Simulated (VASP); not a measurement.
Write the native input for VASP 6.6.1 that does the following.

```yaml
Task: single point
Functional: PBE
Potentials_or_basis: VASP PAW PBE potentials, release 64 (Na_pv, Sb)
Cutoff: 520 eV
k_mesh: 4 × 4 × 4
Occupations: gaussian, width 0.1 eV
Spin: no spin polarisation
Dipole_correction: no
Further_INCAR_settings: ALGO = Normal; EDIFF = 1e-07; NBANDS = 16
```

The structure of Na2Sb lies in POSCAR:

```
Na2Sb
1.0
    0.0000000000      3.6905349812      3.6905349812
    3.6905349812      0.0000000000      3.6905349812
    3.6905349812      3.6905349812      0.0000000000
Na Sb
2 1
Direct
    0.2500000000      0.2500000000      0.2500000000
    0.7500000000      0.7500000000      0.7500000000
    0.5000000000      0.5000000000      0.5000000000
```

One way to write it, as run:

INCAR

```
PREC     = Accurate       # precision mode
ENCUT    = 520            # plane-wave cutoff, eV
EDIFF    = 1E-7           # SCF threshold, eV
ISMEAR   = 0              # smearing method
SIGMA    = 0.1            # smearing width, eV
LREAL    = False          # projectors in reciprocal space
LASPH    = True           # aspherical terms in the spheres
NELM     = 100            # most SCF steps
ALGO     = Normal         # electronic algorithm
ISIF     = 2              # what is computed and relaxed
LWAVE    = False          # write WAVECAR
LCHARG   = False          # write CHGCAR
GGA      = PE             # functional
NBANDS   = 16             # bands
```

KPOINTS

```
Automatic mesh
0
Gamma
  4 4 4
```

Potentials or basis: VASP PAW PBE potentials, release 64 (Na_pv, Sb).

The run is started by

```sh
$ cat potpaw_PBE.64/Na_pv/POTCAR potpaw_PBE.64/Sb/POTCAR > POTCAR
$ mpirun -np 1 vasp_std > vasp.out
```

It gave:

| Item | Value |
| --- | --- |
| Pressure | 0.2 GPa |

Caveat: the k points lie up to 0.37 Å⁻¹ apart.

It took 7.3 s on 1 thread of Intel(R) Xeon(R) 6975P-C (Granite Rapids), with other jobs on the host, peak memory 0.23 GiB.
